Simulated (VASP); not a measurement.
A run of VASP 6.6.1 is set up as follows.

The input INCAR:

```
PREC = Accurate
ENCUT = 520
EDIFF = 1E-7
ISMEAR = 0
SIGMA = 0.2
LREAL = F
LASPH = T
NELM = 60
ALGO = Normal
ISIF = 2
LWAVE = F
LCHARG = F
GGA = PE
NBANDS = 25
```

The input KPOINTS:

```
regular mesh
0
Gamma
  12 12 12
```

POSCAR

```
MoH2
1.0
    0.0001340094      2.2052239344      2.2064089839
    2.2046312951      2.2055087812     -0.0001742477
   -2.2051184143      4.4115837897     -2.2076930024
H Mo
4 2
Direct
    0.1250099394      0.1247178502      0.6252556947
    0.6244659344      0.6250957726      0.1252137929
    0.3752586974      0.3752112621      0.8747304714
    0.8753007431      0.8749403378      0.3747861495
   -0.0002550045      0.0002283246      1.0000527803
    0.5002196902      0.4998064528      0.4999611112
```

Potentials or basis: VASP PAW PBE potentials, release 64 (H, Mo_sv).

Run with:

```console
$ cat potpaw_PBE.64/H/POTCAR potpaw_PBE.64/Mo_sv/POTCAR > POTCAR
$ mpirun -np 1 vasp_std > vasp.out
```

(1) Estimate the band gap on the k mesh.

(2) Estimate the largest force.

(3) What does it give for the pressure?

Answers

(1) zero (bands 16 and 17 overlap by 2.57 eV).

(2) 0.007 eV/Å.

(3) 0.1 GPa.
